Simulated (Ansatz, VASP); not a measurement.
# One calculation of KBr, two programs

Contents of INCAR:

```
ALGO = Normal
EDIFF = 1E-6
ENCUT = 520
GGA = PS
ISIF = 2
ISMEAR = 0
LASPH = True
LCHARG = False
LREAL = False
LWAVE = False
NBANDS = 15
NELM = 100
PREC = Accurate
SIGMA = 0.05
```

The input KPOINTS:

```
k-points
0
Gamma
  6 6 6
```

The input POSCAR:

```
KBr
1.0
    0.0000000000      3.1930066206      3.1930066206
    3.2748785852     -0.0818719646      3.2748785852
    3.2748785852      3.2748785852     -0.0818719646
K Br
1 1
Direct
    0.0000000000      0.0000000000      0.0000000000
    0.5000000000      0.5000000000      0.5000000000
```

Input for Ansatz:

```yaml
crystal:
  lattice:
    - [0.0, 3.1930066206, 3.1930066206]
    - [3.2748785852, -0.0818719646, 3.2748785852]
    - [3.2748785852, 3.2748785852, -0.0818719646]
  atoms:
    - { symbol: K, position: [0.0, 0.0, 0.0] }
    - { symbol: Br, position: [0.5, 0.5, 0.5] }
basis:
  ecutwfc: 420
kpoints:
  mp_grid: { grid: [6, 6, 6] }
hamiltonian:
  xc: pbesol
scf:
  occupations: { method: gaussian, width: 0.05 }
output:
  forces: true
  stress: true
  eigenvalues: true
```

Change from the starting cell: strain -0.0500 x Voigt [0, 0, 0, 1, 0, 0], atoms carried along.

Alike in both runs: task single point; functional PBEsol; k mesh 6 × 6 × 6; occupations gaussian, width 0.05 eV; no spin polarisation.

|  | VASP | Ansatz |
| --- | --- | --- |
| version | VASP 6.6.1 | Ansatz 0.2.0 |
| potentials or method | VASP PAW PBE potentials, release 64 (K_sv, Br), cutoff 520 eV | scalar-relativistic, plane waves, PAW |
| valence electrons in the cell | 16 | 16 |

```csv
,VASP,Ansatz,Ansatz less VASP
gap on the k mesh at the Fermi level (eV),4.27,4.27,+0.003
least direct gap on the mesh (eV),4.27,4.27,+0.003
pressure (GPa),0.1,0.0,-0.06
"traceless stress, the component that is largest in VASP (GPa)",0.25,0.25,+0.003
```

VASP's potentials were made for PBE, not for PBEsol. With one functional, cell and mesh, what is left measures potentials, basis and numerics.
